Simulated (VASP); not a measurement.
Input of a VASP 6.6.1 run:

The input INCAR:

```
SYSTEM = MgO
ALGO = Normal ; EDIFF = 1E-6
ENCUT = 520 ; GGA = PE
ISIF = 2 ; ISMEAR = 0
LASPH = .True. ; LCHARG = .False.
LREAL = .False. ; LWAVE = .False.
NBANDS = 11 ; NELM = 80
PREC = Accurate ; SIGMA = 0.01
```

File KPOINTS:

```
k-points
0
Gamma
  10 10 10
  0 0 0
```

File POSCAR:

```
MgO
1.0
    0.0000000000      2.1269229054      2.1269229054
    2.1269229054      0.0000000000      2.1269229054
    2.1269229054      2.1269229054      0.0000000000
Mg O
1 1
Direct
    0.0000000000      0.0000000000      0.0000000000
    0.5000000000      0.5000000000      0.5000000000
```

Potentials or basis: VASP PAW PBE potentials, release 64 (Mg, O).

The run is started by

```console
$ cat potpaw_PBE.64/Mg/POTCAR potpaw_PBE.64/O/POTCAR > POTCAR
$ mpirun -np 1 vasp_std > vasp.out
```

Question: Estimate the pressure.

Answer: -0.8 GPa.

Question: Predict the band gap on the k mesh.

Answer: 4.44 eV.
